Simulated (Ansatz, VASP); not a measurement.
# One calculation of H, two programs

```
H
1.0
    10.50000    0.00000    0.00000
     0.00000   11.00000    0.00000
     0.00000    0.00000   11.50000
H
1
Direct
  0.50000 0.50455 0.50000
```

Alike in both runs: task single point; functional PBE; k mesh 1 × 1 × 1; occupations gaussian, width 0.005 eV; collinear spin.

```csv
,VASP,Ansatz
version,VASP 6.6.1,Ansatz 0.2.0
potentials or method,"VASP PAW PBE potentials, release 64 (H)","scalar-relativistic, plane waves, PAW"
plane-wave cutoff (eV),400,420
valence electrons in the cell,1,1
```

VASP gave:

| Property | Result |
| --- | --- |
| net moment per atom (μB) | 1.00 |
| size of the moment on the site where the two differ most (μB) | 0.38 |

Question: Estimate Ansatz's values.

Answer: net moment per atom (μB): 1.00; size of the moment on the site where the two differ most (μB): 1.00.

Site moments also hang on the region over which each program counts them. Ansatz's warnings: stability check not made.
